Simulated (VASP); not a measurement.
Input of a VASP 6.6.1 run:

Contents of INCAR:

```
ALGO = Fast ; EDIFF = 1E-6
ENCUT = 520 ; GGA = PE
ISIF = 2 ; ISMEAR = 0
LASPH = True ; LCHARG = True
LELF = True ; LREAL = False
LVHAR = True ; LWAVE = False
NBANDS = 36 ; NELM = 60
PREC = Accurate ; SIGMA = 0.1
```

Contents of KPOINTS:

```
k-points
0
Gamma
  4 4 4
```

Contents of POSCAR:

```
SnW
1.0
    2.1209154621     -5.3390250662      0.0000000000
    2.1209154621      5.3390250662      0.0000000000
    0.0000000000      0.0000000000      4.0067178937
Sn W
2 2
Direct
    0.8590000000      0.1410000000      0.7500000000
    0.1410000000      0.8590000000      0.2500000000
    0.5740000000      0.4260000000      0.7500000000
    0.4260000000      0.5740000000      0.2500000000
```

Potentials or basis: VASP PAW PBE potentials, release 64 (Sn_d, W_sv).

Command:

```bash
$ cat potpaw_PBE.64/Sn_d/POTCAR potpaw_PBE.64/W_sv/POTCAR > POTCAR
$ mpirun -np 1 vasp_std > vasp.out
```

Predict the pressure.

-6.9 GPa.

Estimate the largest force.

0.081 eV/Å.

Predict the band gap on the k mesh.

zero (bands 28 and 29 overlap by 0.70 eV).

Forces on the atoms (eV/Å):
```
Sn   0.000  0.081  0.000
Sn   0.000 -0.081  0.000
W    0.000 -0.029  0.000
W    0.000  0.029  0.000
```

Caveat: the k points lie up to 0.40 Å⁻¹ apart, too coarse for converged energies and pressures of a metal; spin-orbit coupling is left out, which moves the levels of the heavy elements.
